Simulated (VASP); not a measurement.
Write the native input for VASP 6.6.1 that does the following.

```
Task                   : single point
Functional             : LDA
Potentials or basis    : VASP PAW LDA potentials, release 64 (Nb_sv, Ru_pv)
Cutoff                 : 520 eV
k mesh                 : 5 × 5 × 5
Occupations            : fermi-dirac, width 0.1 eV
Spin                   : no spin polarisation
Dipole correction      : no
Further INCAR settings : ALGO = Normal; EDIFF = 1e-06; NBANDS = 36
```

The structure of NbRu3 lies in POSCAR:

```
NbRu3
1.0
    3.8289781863      0.0000000000      0.0000000000
    0.0000000000      3.8289781863      0.0000000000
    0.0000000000      0.0000000000      3.8289781863
Nb Ru
1 3
Direct
    0.0000000000      0.0000000000      0.0000000000
    0.0000000000      0.5000000000      0.5000000000
    0.5000000000      0.0000000000      0.5000000000
    0.5000000000      0.5000000000      0.0000000000
```

The input as run:

INCAR

```
SYSTEM = NbRu3
ALGO = Normal
EDIFF = 1E-6
ENCUT = 520
GGA = CA
ISIF = 2
ISMEAR = -1
LASPH = .TRUE.
LCHARG = .FALSE.
LREAL = .FALSE.
LWAVE = .FALSE.
NBANDS = 36
NELM = 80
PREC = Accurate
SIGMA = 0.1
```

KPOINTS

```
k-points
0
G
  5 5 5
  0 0 0
```

Potentials or basis: VASP PAW LDA potentials, release 64 (Nb_sv, Ru_pv).

Launch:

```console
$ cat potpaw_LDA.64/Nb_sv/POTCAR potpaw_LDA.64/Ru_pv/POTCAR > POTCAR
$ mpirun -np 1 vasp_std > vasp.out
```

It gave:

```
Pressure : 0.6 GPa
```

Wall time 28 s on 1 thread of Intel(R) Xeon(R) Platinum 8259CL CPU @ 2.50GHz (Skylake/Cascade Lake), with other jobs on the host, peak memory 0.14 GiB.
